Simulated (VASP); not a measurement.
# NaF in VASP: notebook

NaF is run at these levels: LDA, PBE0; tasks: single point.

Everything below comes from runs of VASP 6.6.1. Logs are shortened: lines on timing, memory, paths and dates and some standing lists are left out, and cuts for length are marked.

## Step 1: The cell of the first run

The typed cell holds 2 atoms: a = 3.281 Å, b = 3.281 Å, c = 3.281 Å, α = 60.00°, β = 60.00°, γ = 60.00°.

## Step 2: Single point, LDA

The input, INCAR:

```
SYSTEM = NaF
PREC = Accurate
ENCUT = 520
EDIFF = 1E-7
ISMEAR = 0
SIGMA = 0.1
LREAL = .False.
LASPH = .True.
NELM = 100
ALGO = Normal
ISIF = 2
LWAVE = .False.
LCHARG = .True.
LELF = .True.
LVHAR = .True.
NBANDS = 14
```

The input, KPOINTS:

```
Automatic mesh
0
Gamma
  7 7 7
  0 0 0
```

The input, POSCAR:

```
NaF
1.0
    0.0000000000      2.3200000000      2.3200000000
    2.3200000000      0.0000000000      2.3200000000
    2.3200000000      2.3200000000      0.0000000000
Na F
1 1
Direct
   -0.0046440000      0.0073970000      0.0091130000
    0.4993530000      0.5032590000      0.4873860000
```

Potentials or basis: VASP PAW LDA potentials, release 64 (Na_pv, F).

The run is started by

```sh
$ cat potpaw_LDA.64/Na_pv/POTCAR potpaw_LDA.64/F/POTCAR > POTCAR
$ mpirun -np 1 vasp_std > vasp.out
```

OUTCAR:

```text
SYSTEM = NaF
   PREC = Accurate
   ENCUT = 520
   EDIFF = 1E-7
   ISMEAR = 0
   LREAL = .False.
   LASPH = .True.
   NELM = 100
   ISIF = 2

 ion  position               nearest neighbor table
   1  0.995  0.007  0.009-   2 2.26   2 2.28   2 2.32   2 2.32
   2  0.499  0.503  0.487-   1 2.26   1 2.28   1 2.32   1 2.32

  LATTYP: Found a face centered cubic cell.
 ALAT       =     4.6400000000

  Lattice vectors:

 A1 = (   0.0000000000,   2.3200000000,   2.3200000000)
 A2 = (   2.3200000000,   0.0000000000,   2.3200000000)
 A3 = (   2.3200000000,   2.3200000000,   0.0000000000)

Analysis of symmetry for initial positions (statically):
=====================================================================
 Subroutine PRICEL returns:
 Original cell was already a primitive cell.

 Routine SETGRP: Setting up the symmetry group for a
 face centered cubic supercell.

 Subroutine GETGRP returns: Found  1 space group operations
 (whereof  1 operations were pure point group operations)
 out of a pool of 48 trial point group operations.

The static configuration has the point symmetry C_1 .

Analysis of symmetry for dynamics (positions and initial velocities):
=====================================================================
 Subroutine PRICEL returns:
 Original cell was already a primitive cell.

 Routine SETGRP: Setting up the symmetry group for a
 face centered cubic supercell.

 Subroutine GETGRP returns: Found  1 space group operations
 (whereof  1 operations were pure point group operations)
 out of a pool of 48 trial point group operations.

The dynamic configuration has the point symmetry C_1 .

 Subroutine INISYM returns: Found  1 space group operations
 (whereof  1 operations are pure point group operations),
 and found     1 'primitive' translations

----------------------------------------------------------------------------------------

                                     Primitive cell

  volume of cell :      24.9743

  direct lattice vectors                    reciprocal lattice vectors
     0.000000000  2.320000000  2.320000000    -0.215517241  0.215517241  0.215517241
     2.320000000  0.000000000  2.320000000     0.215517241 -0.215517241  0.215517241
     2.320000000  2.320000000  0.000000000     0.215517241  0.215517241 -0.215517241

  length of vectors
     3.280975465  3.280975465  3.280975465     0.373286812  0.373286812  0.373286812

  position of ions in fractional coordinates (direct lattice)
     0.995356000  0.007397000  0.009113000
     0.499353000  0.503259000  0.487386000

  ion indices of the primitive-cell ions
   primitive index   ion index
                 1           1
                 2           2

----------------------------------------------------------------------------------------

 KPOINTS: Automatic mesh

Automatic generation of k-mesh.
 Grid dimensions read from file:
 generate k-points for:    7    7    7

 Generating k-lattice:

  Cartesian coordinates                     Fractional coordinates (reciprocal lattice)
    -0.030788177  0.030788177  0.030788177     0.142857143  0.000000000  0.000000000
     0.030788177 -0.030788177  0.030788177     0.000000000  0.142857143  0.000000000
     0.030788177  0.030788177 -0.030788177     0.000000000  0.000000000  0.142857143

  Length of vectors
     0.053326687  0.053326687  0.053326687

  Shift w.r.t. Gamma in fractional coordinates (k-lattice)
     0.000000000  0.000000000  0.000000000

 Subroutine IBZKPT returns following result:
 ===========================================

 Found    172 irreducible k-points:

 Following reciprocal coordinates:
            Coordinates               Weight
  0.000000  0.000000  0.000000      1.000000
  0.142857  0.000000  0.000000      2.000000
  0.000000  0.142857  0.000000      2.000000
  0.000000  0.000000  0.142857      2.000000
  0.142857  0.142857  0.142857      2.000000
  0.285714  0.000000  0.000000      2.000000
[... 16 lines left out ...]
  0.142857 -0.142857 -0.142857      2.000000
  0.285714  0.285714  0.142857      2.000000
 [... further k-points ...]
   k-points           NKPTS =    172   k-points in BZ     NKDIM =    172   number of bands    NBANDS=     14
   number of dos      NEDOS =    301   number of ions     NIONS =      2
   total plane-waves  NPLWV =  13824
   dimension x,y,z NGX =    24 NGY =   24 NGZ =   24
   dimension x,y,z NGXF=    48 NGYF=   48 NGZF=   48
   ions per type =               1   1
   NGX,Y,Z   is equivalent  to a cutoff of  12.16, 12.16, 12.16 a.u.
   NGXF,Y,Z  is equivalent  to a cutoff of  24.32, 24.32, 24.32 a.u.
 SYSTEM =  NaF
   PREC   = accura    normal or accurate (medium, high low for compatibility)
   ISTART =      0    job   : 0-new  1-cont  2-samecut
   ICHARG =      2    charge: 1-file 2-atom 10-const
   ISPIN  =      1    spin polarized calculation?
   LNONCOLLINEAR =      F non collinear calculations
   LSORBIT =      F    spin-orbit coupling
   LASPH  =      T    aspherical Exc in radial PAW
   ENCUT  =  520.0 eV  38.22 Ry    6.18 a.u.   6.10  6.10  6.10*2*pi/ulx,y,z
   NELM   =    100;   NELMIN=  2; NELMDL= -5     # of ELM steps
   EDIFF  = 0.1E-06   stopping-criterion for ELM
   LREAL  =      F    real-space projection
   EDIFFG = 0.1E-05   stopping-criterion for IOM
   NSW    =      0    number of steps for IOM
   IBRION =     -1    ionic relax: 0-MD 1-quasi-New 2-CG
   NFREE  =      0    steps in history (QN), initial steepest desc. (CG)
   ISIF   =      2    stress and relaxation
   ISYM   =      2    0-nonsym 1-usesym 2-fastsym
   POTIM  = 0.5000    time-step for ionic-motion
   TEBEG  =    0.0;   TEEND  =   0.0 temperature during run
   PSTRESS=    0.0 pullay stress
   NELECT =      14.0000    total number of electrons
   NUPDOWN=      -1.0000    fix difference up-down
   EMIN   =  10.00;   EMAX   =-10.00  energy-range for DOS
   EFERMI =   0.00;   METHOD = LEGACY
   ISMEAR =     0;   SIGMA  =   0.10  broadening in eV -4-tet -1-fermi 0-gaus
   EFERMI_NEDOS =   21; number of points for ismear=-14 and -15
   IALGO  =     38    algorithm
   IMIX   =      4    mixing-type and parameters
     AMIX     =   0.40;   BMIX     =  1.00
     AMIX_MAG =   1.60;   BMIX_MAG =  1.00
  volume/ion in A,a.u.               =      12.49        84.27
  Fermi-wavevector in a.u.,A,eV,Ry     =   1.349852  2.550851 24.791186  1.822101
  Thomas-Fermi vector in A             =   2.477405
   LORBIT       =      0    0 simple, 1 ext, 2 COOP (PROOUT), +10 PAW based schemes
   GGA     = CA    functional components
   LHFCALC =     F    Hartree Fock is set to
   AEXX    =    0.0000 exact exchange contribution
   IVDW    =     0    specifies the selected vdW correction
   LEPSILON=     F    determine dielectric tensor
   LRPA    =     F    only Hartree local field effects (RPA)
 non-spin polarized calculation
 Gauss-broadening in eV      SIGMA  =   0.10
  energy-cutoff  :      520.00
  volume of cell :       24.97
 maximum number of plane-waves:       683
   NGX = 13   NGY = 13   NGZ = 13

 number of electron      14.0000007 magnetization

 Free energy of the ion-electron system (eV)
  ---------------------------------------------------
  ext. energy  EPLUGINS =         0.00000000
  ---------------------------------------------------
  free energy    TOTEN  =        -9.29762399 eV

  energy without entropy =       -9.29762399  energy(sigma->0) =       -9.29762399

 E-fermi :  -2.0139     XC(G=0):  -9.9230

 val. band max:       -2.5300753046   @ k =   0.0000   0.0000   0.0000
 cond. band min:       3.4049844829   @ k =   0.0000   0.0000   0.0000
 fundamental gap:      5.9350597876
 Fermi energy:        -2.0139120238

 k-point     1 :       0.0000    0.0000    0.0000
  band No.  band energies     occupation
      1     -21.3589      2.00000
      2     -21.2969      2.00000
      3     -21.2969      2.00000
      4     -21.2214      2.00000
      5      -2.5320      2.00000
      6      -2.5308      2.00000
      7      -2.5301      2.00000
      8       3.4050      0.00000
      9      15.9792      0.00000
     10      15.9935      0.00000
     11      15.9993      0.00000
     12      18.7741      0.00000
     13      21.0083      0.00000
     14      21.0096      0.00000

 k-point     2 :       0.1429    0.0000    0.0000
  band No.  band energies     occupation
      1     -21.6518      2.00000
      2     -21.3006      2.00000
      3     -21.2994      2.00000
      4     -20.8996      2.00000
      5      -2.9254      2.00000
      6      -2.5814      2.00000
      7      -2.5796      2.00000
      8       4.1129      0.00000
      9      13.9158      0.00000
     10      16.2867      0.00000
     11      16.2968      0.00000
     12      20.2938      0.00000
     13      20.3054      0.00000
     14      20.9581      0.00000

 k-point     3 :       0.0000    0.1429    0.0000
  band No.  band energies     occupation
      1     -21.6518      2.00000
      2     -21.3006      2.00000
      3     -21.2994      2.00000
      4     -20.8996      2.00000
      5      -2.9254      2.00000
      6      -2.5814      2.00000
      7      -2.5796      2.00000
      8       4.1129      0.00000
      9      13.9158      0.00000
     10      16.2867      0.00000
     11      16.2969      0.00000
     12      20.2938      0.00000
     13      20.3054      0.00000
     14      20.9581      0.00000

 k-point     4 :       0.0000    0.0000    0.1429
  band No.  band energies     occupation
      1     -21.6505      2.00000
      2     -21.2998      2.00000
      3     -21.2993      2.00000
      4     -20.9017      2.00000
      5      -2.9243      2.00000
      6      -2.5824      2.00000
      7      -2.5807      2.00000
      8       4.1135      0.00000
      9      13.9239      0.00000
     10      16.2803      0.00000
     11      16.2963      0.00000
     12      20.2974      0.00000
     13      20.3058      0.00000
     14      20.9519      0.00000

 k-point     5 :       0.1429    0.1429    0.1429
  band No.  band energies     occupation
      1     -21.6505      2.00000
      2     -21.2998      2.00000
      3     -21.2993      2.00000
      4     -20.9017      2.00000
      5      -2.9243      2.00000
      6      -2.5824      2.00000
      7      -2.5808      2.00000
      8       4.1135      0.00000
      9      13.9240      0.00000
     10      16.2803      0.00000
     11      16.2961      0.00000
[... 276 lines left out ...]
 k-point    22 :       0.1429    0.2857    0.0000
  band No.  band energies     occupation
      1     -21.8207      2.00000
      2     -21.3176      2.00000
      3     -21.3133      2.00000
      4     -20.6661      2.00000
      5      -3.4745      2.00000
      6      -2.7356      2.00000
      7      -2.7145      2.00000
      8       5.6132      0.00000
      9      12.0660      0.00000
     10      16.1819      0.00000
     11      16.5110      0.00000
     12      17.6626      0.00000
     13      21.4825      0.00000
     14      23.3256      0.00000

 k-point    23 :       0.1429   -0.1429   -0.1429
  band No.  band energies     occupation
      1     -21.8237      2.00000
      2     -21.3166      2.00000
      3     -21.3138      2.00000
      4     -20.6633      2.00000
      5      -3.4738      2.00000
      6      -2.7338      2.00000
      7      -2.7159      2.00000
      8       5.6104      0.00000
      9      12.0630      0.00000
     10      16.2427      0.00000
     11      16.4548      0.00000
     12      17.6645      0.00000
     13      21.4790      0.00000
     14      23.3171      0.00000

 k-point    24 :       0.2857    0.2857    0.1429
  band No.  band energies     occupation
      1     -21.8198      2.00000
      2     -21.3163      2.00000
      3     -21.3142      2.00000
      4     -20.6674      2.00000
      5      -3.4740      2.00000
      6      -2.7340      2.00000
      7      -2.7176      2.00000
      8       5.6138      0.00000
      9      12.0691      0.00000
     10      16.2502      0.00000
     11      16.4330      0.00000
     12      17.6661      0.00000
     13      21.4912      0.00000
     14      23.3263      0.00000

 [... further k-points ...]
[... 5 lines left out ...]
  --------------------------------------------------------------------------------------
  -------------------------------------------------------------------------------------
  Total       -0.6535554     -0.6850400     -0.7126626     -0.0074023      0.0000245     -0.0000683
  in kB      -41.9275079    -43.9473380    -45.7194090     -0.4748818      0.0015745     -0.0043821
  external PRESSURE =     -43.8647516 kB  Pullay stress =       0.0000000 kB

 VOLUME and BASIS-vectors are now :
 -----------------------------------------------------------------------------
  energy-cutoff  :      520.00
  volume of cell :       24.97
      direct lattice vectors                 reciprocal lattice vectors
     0.000000000  2.320000000  2.320000000    -0.215517241  0.215517241  0.215517241
     2.320000000  0.000000000  2.320000000     0.215517241 -0.215517241  0.215517241
     2.320000000  2.320000000  0.000000000     0.215517241  0.215517241 -0.215517241

 POSITION                                       TOTAL-FORCE (eV/Angst)
 -----------------------------------------------------------------------------------
      0.03830      2.33037      2.32639        -0.116341     -0.078173     -0.000754
      2.29830      2.28923      2.32606         0.116341      0.078173      0.000754
 -----------------------------------------------------------------------------------
    total drift:                                0.000486     -0.000177      0.000027

  FREE ENERGIE OF THE ION-ELECTRON SYSTEM (eV)
  ---------------------------------------------------
  free  energy   TOTEN  =        -9.2976239861 eV

  energy  without entropy=       -9.2976239861  energy(sigma->0) =       -9.29762399
```

Wall time 21 s (1 thread of Intel Xeon Platinum 8488C (Sapphire Rapids), shared host); peak memory 0.16 GiB.

What came out:

```
Free energy            : -9.2976 eV
Pressure               : -4.4 GPa
Largest force          : 0.140 eV/Å
Band gap on the k mesh : 5.94 eV
```

Forces on the atoms (eV/Å):
```
Na  -0.116 -0.078 -0.001
F    0.116  0.078  0.001
```

Caveat: the cell stands under tension.

(Continued in part 2 of 2.)
